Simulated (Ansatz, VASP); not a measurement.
**Ga2GeSe3: VASP beside Ansatz**

```xyz
6
Lattice="3.8272 0.0000 0.0000 0.0000 3.8272 0.0000 0.0000 0.0000 10.3947" Properties=species:S:1:pos:R:3 pbc="T T T"
Ga    1.9136    0.0000    4.0561
Ga    0.0000    1.9136    6.3385
Ge    0.0000    0.0000    0.0000
Se    1.9136    0.0000    6.7129
Se    0.0000    1.9136    3.6818
Se    1.9136    1.9136    0.0000
```

Change from the starting cell: species swapped into the Ti2CuSb3 type (P-4m2, No. 115).

Alike in both runs: functional PBE; k mesh 10 × 10 × 4; occupations gaussian, width 0.1 eV; no spin polarisation.

Ansatz relaxed the structure, and its values are those at the end. VASP's run is a single point on that final structure, the one shown.

|  | VASP | Ansatz |
| --- | --- | --- |
| version | VASP 6.6.1 | Ansatz 0.2.0 |
| potentials or method | VASP PAW PBE potentials, release 64 (Ga_d, Ge_d, Se), cutoff 520 eV | scalar-relativistic, plane waves, PAW |
| valence electrons in the cell | 58 | 88 |

Ansatz gave:

| Quantity | Value |
| --- | --- |
| gap on the k mesh at the Fermi level (eV) | none |
| pressure (GPa) | 0.0 |
| rms of the force components (eV/Å) | 0.002 |

Problem. Which values does VASP return?

Solution. gap on the k mesh at the Fermi level (eV): none; pressure (GPa): 0.1; rms of the force components (eV/Å): 0.003.

A gap of «none» marks a metal or a gap that the smearing closes. The functional is the same, so the differences come from potentials, cutoffs and numerics. VASP's potentials hold 58 valence electrons a cell and Ansatz's 88, so a difference there can come from the potentials and not from the codes.
